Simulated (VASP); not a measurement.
# HfNb2CN2 (P-4m2) in VASP: further runs

Runs on HfNb2CN2. Level: PBE. Tasks: relaxation of cell and atoms, single point.

Program: VASP 6.6.1. These are calculated values, not measurements. Logs are shortened: lines on timing, memory, paths and dates and some standing lists are left out, and cuts for length are marked.

## 1. The cell of the first run

It takes space group P-4m2 (No. 115, tetragonal). Conventional cell: a = 3.167 Å, b = 3.167 Å, c = 8.674 Å, α = 90.00°, β = 90.00°, γ = 90.00°. Within 3.0 Å of Hf (site symmetry -4m2) lie 4 C at 2.24 Å and 4 Nb at 2.37 Å. Nb (site symmetry 2mm) has 2 Hf at 2.37 Å and 2 C at 2.37 Å and 4 N at 2.53 Å and 4 Nb at 3.17 Å within 3.2 Å. C (site symmetry -4m2) has 4 Hf at 2.24 Å and 4 Nb at 2.37 Å within 3.0 Å. Within 3.4 Å of N (site symmetry 2mm) lie 4 Nb at 2.53 Å and 4 N at 3.17 Å and 2 Hf at 3.34 Å and 2 C at 3.34 Å.

The cell was generated, and may not be a known phase.

## 2. Relaxation of cell and atoms, PBE

File INCAR:

```
SYSTEM = HfNb2CN2
ALGO = Normal ; EDIFF = 1E-7
EDIFFG = -0.04 ; ENCUT = 600
GGA = PE ; IBRION = 2
ISIF = 3 ; ISMEAR = 0
LASPH = .True. ; LCHARG = .False.
LREAL = .False. ; LWAVE = .False.
NELM = 60 ; NSW = 90
PREC = Accurate ; SIGMA = 0.1
```

File KPOINTS:

```
k-points
0
Gamma
  6 6 2
  0 0 0
```

File POSCAR:

```
HfNb2CN2
1.0
    3.1670402000      0.0000000000      0.0000000000
    0.0000000000      3.1670402000      0.0000000000
    0.0000000000      0.0000000000      8.6735942700
Hf Nb C N
1 2 1 2
Direct
    0.5000000000      0.5000000000      0.0000000000
    0.5000000000      0.0000000000      0.7961770300
    0.0000000000      0.5000000000      0.2038229700
    0.0000000000      0.0000000000      0.0000000000
    0.5000000000      0.0000000000      0.3395209900
    0.0000000000      0.5000000000      0.6604790100
```

Potentials or basis: VASP PAW PBE potentials, release 64 (Hf_pv, Nb_sv, C, N).

Launch:

```sh
cat potpaw_PBE.64/Hf_pv/POTCAR potpaw_PBE.64/Nb_sv/POTCAR potpaw_PBE.64/C/POTCAR potpaw_PBE.64/N/POTCAR > POTCAR
mpirun -np 1 vasp_std > vasp.out
```

OUTCAR:

```text
SYSTEM = HfNb2CN2
   EDIFF = 1E-7
   EDIFFG = -0.04
   ENCUT = 600
   GGA = PE
   IBRION = 2
   ISIF = 3
   ISMEAR = 0
   LASPH = .True.
   LREAL = .False.
   NELM = 60
   NSW = 90
   PREC = Accurate

 ion  position               nearest neighbor table
   1  0.500  0.500  0.000-   4 2.24   4 2.24   4 2.24   4 2.24   3 2.37   3 2.37   2 2.37   2 2.37

   2  0.500  0.000  0.796-   1 2.37   4 2.37   1 2.37   4 2.37
   3  0.000  0.500  0.204-   1 2.37   4 2.37   4 2.37   1 2.37
   4  0.000  0.000  0.000-   1 2.24   1 2.24   1 2.24   1 2.24   3 2.37   3 2.37   2 2.37   2 2.37

   5  0.500  0.000  0.340-
   6  0.000  0.500  0.660-

  LATTYP: Found a simple tetragonal cell.
 ALAT       =     3.1670402000
 C/A-ratio  =     2.7387067174

  Lattice vectors:

 A1 = (   3.1670402000,   0.0000000000,   0.0000000000)
 A2 = (   0.0000000000,   3.1670402000,   0.0000000000)
 A3 = (   0.0000000000,   0.0000000000,   8.6735942700)

Analysis of symmetry for initial positions (statically):
=====================================================================
 Subroutine PRICEL returns:
 Original cell was already a primitive cell.

 Routine SETGRP: Setting up the symmetry group for a
 simple tetragonal supercell.

 Subroutine GETGRP returns: Found  8 space group operations
 (whereof  8 operations were pure point group operations)
 out of a pool of 16 trial point group operations.

The static configuration has the point symmetry D_2d.

Analysis of symmetry for dynamics (positions and initial velocities):
=====================================================================
 Subroutine PRICEL returns:
 Original cell was already a primitive cell.

 Routine SETGRP: Setting up the symmetry group for a
 simple tetragonal supercell.

 Subroutine GETGRP returns: Found  8 space group operations
 (whereof  8 operations were pure point group operations)
 out of a pool of 16 trial point group operations.

The dynamic configuration has the point symmetry D_2d.

 Subroutine INISYM returns: Found  8 space group operations
 (whereof  8 operations are pure point group operations),
 and found     1 'primitive' translations

----------------------------------------------------------------------------------------

                                     Primitive cell

  volume of cell :      86.9974

  direct lattice vectors                    reciprocal lattice vectors
     3.167040200  0.000000000  0.000000000     0.315752228  0.000000000  0.000000000
     0.000000000  3.167040200  0.000000000     0.000000000  0.315752228  0.000000000
     0.000000000  0.000000000  8.673594270     0.000000000  0.000000000  0.115292458

  length of vectors
     3.167040200  3.167040200  8.673594270     0.315752228  0.315752228  0.115292458

  position of ions in fractional coordinates (direct lattice)
     0.500000000  0.500000000  0.000000000
     0.500000000  0.000000000  0.796177030
     0.000000000  0.500000000  0.203822970
     0.000000000  0.000000000  0.000000000
     0.500000000  0.000000000  0.339520990
     0.000000000  0.500000000  0.660479010

  ion indices of the primitive-cell ions
   primitive index   ion index
                 1           1
                 2           2
                 3           3
                 4           4
                 5           5
                 6           6

----------------------------------------------------------------------------------------

 KPOINTS: k-points

Automatic generation of k-mesh.
 Grid dimensions read from file:
 generate k-points for:    6    6    2

 Generating k-lattice:

  Cartesian coordinates                     Fractional coordinates (reciprocal lattice)
     0.052625371  0.000000000  0.000000000     0.166666667  0.000000000  0.000000000
     0.000000000  0.052625371  0.000000000     0.000000000  0.166666667  0.000000000
     0.000000000  0.000000000  0.057646229     0.000000000  0.000000000  0.500000000

  Length of vectors
     0.052625371  0.052625371  0.057646229

  Shift w.r.t. Gamma in fractional coordinates (k-lattice)
     0.000000000  0.000000000  0.000000000

 Subroutine IBZKPT returns following result:
 ===========================================

 Found     20 irreducible k-points:

 Following reciprocal coordinates:
            Coordinates               Weight
  0.000000  0.000000  0.000000      1.000000
  0.166667  0.000000  0.000000      4.000000
  0.333333  0.000000  0.000000      4.000000
  0.500000  0.000000  0.000000      2.000000
  0.166667  0.166667  0.000000      4.000000
  0.333333  0.166667  0.000000      8.000000
[... 12 lines left out ...]
  0.500000  0.333333  0.500000      4.000000
  0.500000  0.500000  0.500000      1.000000
   k-points           NKPTS =     20   k-points in BZ     NKDIM =     20   number of bands    NBANDS=     30
   number of dos      NEDOS =    301   number of ions     NIONS =      6
   total plane-waves  NPLWV =  54880
   dimension x,y,z NGX =    28 NGY =   28 NGZ =   70
   dimension x,y,z NGXF=    56 NGYF=   56 NGZF=  140
   ions per type =               1   2   1   2
   NGX,Y,Z   is equivalent  to a cutoff of  14.70, 14.70, 13.42 a.u.
   NGXF,Y,Z  is equivalent  to a cutoff of  29.40, 29.40, 26.83 a.u.
 SYSTEM =  HfNb2CN2
   PREC   = accura    normal or accurate (medium, high low for compatibility)
   ISTART =      0    job   : 0-new  1-cont  2-samecut
   ICHARG =      2    charge: 1-file 2-atom 10-const
   ISPIN  =      1    spin polarized calculation?
   LNONCOLLINEAR =      F non collinear calculations
   LSORBIT =      F    spin-orbit coupling
   LASPH  =      T    aspherical Exc in radial PAW
   ENCUT  =  600.0 eV  44.10 Ry    6.64 a.u.   6.33  6.33 17.32*2*pi/ulx,y,z
   NELM   =     60;   NELMIN=  2; NELMDL= -5     # of ELM steps
   EDIFF  = 0.1E-06   stopping-criterion for ELM
   LREAL  =      F    real-space projection
   EDIFFG = -.4E-01   stopping-criterion for IOM
   NSW    =     90    number of steps for IOM
   IBRION =      2    ionic relax: 0-MD 1-quasi-New 2-CG
   NFREE  =      1    steps in history (QN), initial steepest desc. (CG)
   ISIF   =      3    stress and relaxation
   ISYM   =      2    0-nonsym 1-usesym 2-fastsym
   POTIM  = 0.5000    time-step for ionic-motion
   TEBEG  =    0.0;   TEEND  =   0.0 temperature during run
   PSTRESS=    0.0 pullay stress
   NELECT =      50.0000    total number of electrons
   NUPDOWN=      -1.0000    fix difference up-down
   EMIN   =  10.00;   EMAX   =-10.00  energy-range for DOS
   EFERMI =   0.00;   METHOD = LEGACY
   ISMEAR =     0;   SIGMA  =   0.10  broadening in eV -4-tet -1-fermi 0-gaus
   EFERMI_NEDOS =   21; number of points for ismear=-14 and -15
   IALGO  =     38    algorithm
   IMIX   =      4    mixing-type and parameters
     AMIX     =   0.40;   BMIX     =  1.00
     AMIX_MAG =   1.60;   BMIX_MAG =  1.00
  volume/ion in A,a.u.               =      14.50        97.85
  Fermi-wavevector in a.u.,A,eV,Ry     =   1.361119  2.572142 25.206763  1.852645
  Thomas-Fermi vector in A             =   2.487723
   LORBIT       =      0    0 simple, 1 ext, 2 COOP (PROOUT), +10 PAW based schemes
   GGA     = PE    functional components
   LHFCALC =     F    Hartree Fock is set to
   AEXX    =    0.0000 exact exchange contribution
   IVDW    =     0    specifies the selected vdW correction
   LEPSILON=     F    determine dielectric tensor
   LRPA    =     F    only Hartree local field effects (RPA)
 conjugate gradient relaxation of ions
 non-spin polarized calculation
 Gauss-broadening in eV      SIGMA  =   0.10
  energy-cutoff  :      600.00
  volume of cell :       87.00
 maximum number of plane-waves:      2932
 NGX is ok and might be reduce to    28
   NGX = 13   NGY = 13   NGZ = 35

--------------------------------------- Ionic step        1  -------------------------------------------

 number of electron      49.9999997 magnetization

 Free energy of the ion-electron system (eV)
  ---------------------------------------------------
  ext. energy  EPLUGINS =         0.00000000
  ---------------------------------------------------
  free energy    TOTEN  =       -48.67733830 eV

  energy without entropy =      -48.64661506  energy(sigma->0) =      -48.66197668

------------------------ aborting loop because EDIFF is reached ----------------------------------------

  FORCE on cell =-STRESS in cart. coord.  units (eV):
  Direction    XX          YY          ZZ          XY          YZ          ZX
  --------------------------------------------------------------------------------------
  -------------------------------------------------------------------------------------
  Total        1.2200005      1.2200005     14.7018094      0.0000000      0.0000000      0.0000000
  in kB       22.4679957     22.4679957    270.7541451      0.0000000      0.0000000      0.0000000
  external PRESSURE =     105.2300455 kB  Pullay stress =       0.0000000 kB
[... 101 lines left out ...]
  FREE ENERGIE OF THE ION-ELECTRON SYSTEM (eV)
  ---------------------------------------------------
  free  energy   TOTEN  =       -56.2735332644 eV

  energy  without entropy=      -56.2405119785  energy(sigma->0) =      -56.25702262

 E-fermi :  10.0014     XC(G=0): -12.6511

 val. band max:        9.9130957912   @ k =   0.3333   0.3333   0.5000
 cond. band min:      10.0131656018   @ k =   0.5000   0.3333   0.5000
 fundamental gap:      0.1000698106
 Fermi energy:        10.0013755686

 k-point     1 :       0.0000    0.0000    0.0000
  band No.  band energies     occupation
      1     -46.0694      2.00000
      2     -46.0184      2.00000
      3     -22.2596      2.00000
      4     -22.0593      2.00000
      5     -22.0317      2.00000
      6     -22.0317      2.00000
[... 649 lines left out ...]
     29      11.9451      0.00000
     30      12.8203      0.00000

[... ionic steps 4 to 68 ...]

--------------------------------------- Ionic step       69  -------------------------------------------

 number of electron      50.0000002 magnetization

------------------------ aborting loop because EDIFF is reached ----------------------------------------

  FORCE on cell =-STRESS in cart. coord.  units (eV):
  Direction    XX          YY          ZZ          XY          YZ          ZX
  --------------------------------------------------------------------------------------
  -------------------------------------------------------------------------------------
  Total       -0.0480215     -0.0480215      0.0788465      0.0000000     -0.0000000      0.0000000
  in kB       -0.9951953     -0.9951953      1.6340120      0.0000000     -0.0000000      0.0000000
  external PRESSURE =      -0.1187929 kB  Pullay stress =       0.0000000 kB
[... 65 lines left out ...]
  energy  without entropy=      -59.2727345415  energy(sigma->0) =      -59.27979796

--------------------------------------- Ionic step       71  -------------------------------------------

 number of electron      50.0000001 magnetization

 Free energy of the ion-electron system (eV)
  ---------------------------------------------------
  ext. energy  EPLUGINS =         0.00000000
  ---------------------------------------------------
  free energy    TOTEN  =       -59.28761994 eV

  energy without entropy =      -59.27365324  energy(sigma->0) =      -59.28063659

 E-fermi :   8.8234     XC(G=0): -12.0915

 val. band max:        8.6792787048   @ k =   0.5000   0.1667   0.0000
 cond. band min:       8.8373615681   @ k =   0.3333   0.0000   0.0000
 fundamental gap:      0.1580828633
 Fermi energy:         8.8233810312

 k-point     1 :       0.0000    0.0000    0.0000
  band No.  band energies     occupation
      1     -47.1816      2.00000
      2     -47.0447      2.00000
      3     -23.4168      2.00000
      4     -23.1581      2.00000
      5     -23.1581      2.00000
      6     -22.9049      2.00000
[... 682 lines left out ...]
  FREE ENERGIE OF THE ION-ELECTRON SYSTEM (eV)
  ---------------------------------------------------
  free  energy   TOTEN  =       -59.2876199366 eV

  energy  without entropy=      -59.2736532397  energy(sigma->0) =      -59.28063659

 reached required accuracy - stopping structural energy minimisation
```

Wall time 69 min (1 thread of Intel Xeon Platinum 8488C (Sapphire Rapids), shared host); peak memory 0.29 GiB.

What came out:

* Free energy: -59.2876 eV
* Relaxed volume: 12.94 Å³/atom
* Relaxed cell: a = 3.088 Å, b = 3.088 Å, c = 8.140 Å, α = 90.00°, β = 90.00°, γ = 90.00°
* Space group after relaxing (to 0.1 Å): P-4m2 (No. 115)
* Pressure after relaxing: 0.0 GPa
* Largest force after relaxing: 0.011 eV/Å
* Band gap on the k mesh: zero (bands 25 and 26 overlap by 1.89 eV)

Forces on the atoms (eV/Å):
```
Hf   0.000  0.000  0.000
Nb   0.000  0.000 -0.011
Nb   0.000  0.000  0.011
C    0.000  0.000  0.000
N    0.000  0.000  0.003
N    0.000  0.000 -0.003
```

Stress tensor (GPa, compression positive):
```
-0.08  0.00  0.00
 0.00 -0.08  0.00
 0.00  0.00  0.11
```

Final structure:
```cif
data_structure
_symmetry_space_group_name_H-M 'P 1'
_symmetry_Int_Tables_number 1
_cell_length_a 3.0882
_cell_length_b 3.0882
_cell_length_c 8.1396
_cell_angle_alpha 90.000
_cell_angle_beta 90.000
_cell_angle_gamma 90.000
_cell_volume 77.63
loop_
_atom_site_label
_atom_site_type_symbol
_atom_site_fract_x
_atom_site_fract_y
_atom_site_fract_z
_atom_site_occupancy
Hf1 Hf 0.50000 0.50000 0.00000 1
Nb1 Nb 0.50000 0.00000 0.62557 1
Nb2 Nb 0.00000 0.50000 0.37443 1
C1 C 0.00000 0.00000 0.00000 1
N1 N 0.50000 0.00000 0.35424 1
N2 N 0.00000 0.50000 0.64576 1
```

Caveat: the k points lie up to 0.39 Å⁻¹ apart in the final cell, too coarse for converged energies and pressures of a metal; spin-orbit coupling is left out, which moves the levels of the heavy elements.

## 3. Single point, PBE

This run uses another cell than the first one, of 12.95 Å³/atom.

File INCAR:

```
PREC = Accurate
ENCUT = 520
EDIFF = 1E-7
ISMEAR = 0
SIGMA = 0.1
LREAL = False
LASPH = True
NELM = 80
ALGO = Normal
ISIF = 2
LWAVE = False
LCHARG = False
GGA = PE
NBANDS = 34
```

File KPOINTS:

```
regular mesh
0
Gamma
  12 12 6
```

File POSCAR:

```
HfNb2CN2
1.0
    3.0932443494      0.0000000000      0.0000000000
    0.0000000000      3.0932443494      0.0000000000
    0.0000000000      0.0000000000      8.1205753048
Hf Nb C N
1 2 1 2
Direct
    0.5000000000      0.5000000000      0.0000000000
    0.5000000000      0.0000000000      0.6259868301
    0.0000000000      0.5000000000      0.3740131699
    0.0000000000      0.0000000000      0.0000000000
    0.5000000000      0.0000000000      0.3555904298
    0.0000000000      0.5000000000      0.6444095702
```

Potentials or basis: VASP PAW PBE potentials, release 64 (Hf_pv, Nb_sv, C, N).

Launch:

```sh
cat potpaw_PBE.64/Hf_pv/POTCAR potpaw_PBE.64/Nb_sv/POTCAR potpaw_PBE.64/C/POTCAR potpaw_PBE.64/N/POTCAR > POTCAR
mpirun -np 1 vasp_std > vasp.out
```

Wall time 4.9 min (1 thread of Intel Xeon Platinum 8488C (Sapphire Rapids), shared host); peak memory 0.39 GiB.

The run converged. Its results:

```yaml
Free_energy: -59.2637 eV
Pressure: -0.3 GPa
Largest_force: 0.006 eV/Å
Band_gap_on_the_k_mesh: zero (bands 25 and 26 overlap by 1.90 eV)
```

Forces in eV/Å, atoms in the order of the input:
```
Hf   0.000  0.000  0.000
Nb   0.000  0.000  0.006
Nb   0.000  0.000 -0.006
C    0.000  0.000  0.000
N    0.000  0.000  0.005
N    0.000  0.000 -0.005
```

Levels at points of the mesh, in eV from the Fermi level:
```
           k point  band 23  band 24  band 25  band 26  band 27  band 28
(0.00, 0.00, 0.00)    -1.31    -0.94    -0.43    -0.43    -0.34     0.59
(0.50, 0.00, 0.00)    -2.58    -0.35     1.23     1.38     1.45     2.01
(0.50, 0.50, 0.00)    -0.83    -0.83    -0.05     0.98     0.98     1.79
(0.00, 0.00, 0.50)    -2.22    -0.46    -0.46    -0.39     0.59     1.19
(0.50, 0.00, 0.50)    -2.58     0.10     1.19     1.36     1.64     1.88
(0.50, 0.50, 0.50)    -0.67    -0.67     0.26     0.26     0.66     0.89
```

Caveat: spin-orbit coupling is left out, which moves the levels of the heavy elements.

The gap in the log of VASP goes by the Fermi energy; the results here count the filled bands.